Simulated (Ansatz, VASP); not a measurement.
**ZrSi3 in VASP and in Ansatz**

```
Zr Si
1.0
     3.98994    0.00000    0.00000
     0.00000    3.98994    0.00000
     0.00000    0.00000    3.98994
Zr Si
1 3
Direct
  0.00000 0.00000 0.00000
  0.00000 0.50000 0.50000
  0.50000 0.50000 0.00000
  0.50000 0.00000 0.50000
```

Alike in both runs: task single point; functional PBE; k mesh 8 × 8 × 8; occupations gaussian, width 0.05 eV; no spin polarisation.

|  | VASP | Ansatz |
| --- | --- | --- |
| version | VASP 6.6.1 | Ansatz 0.2.0 |
| potentials or method | VASP PAW PBE potentials, release 64 (Zr_sv, Si), cutoff 520 eV | scalar-relativistic, plane waves, PAW |
| valence electrons in the cell | 24 | 24 |

|  | VASP | Ansatz | Ansatz less VASP |
| --- | --- | --- | --- |
| gap on the k mesh at the Fermi level (eV) | none | none | - |
| pressure (GPa) | 0.0 | 0.0 | -0.01 |

A gap of «none» marks a metal or a gap that the smearing closes.
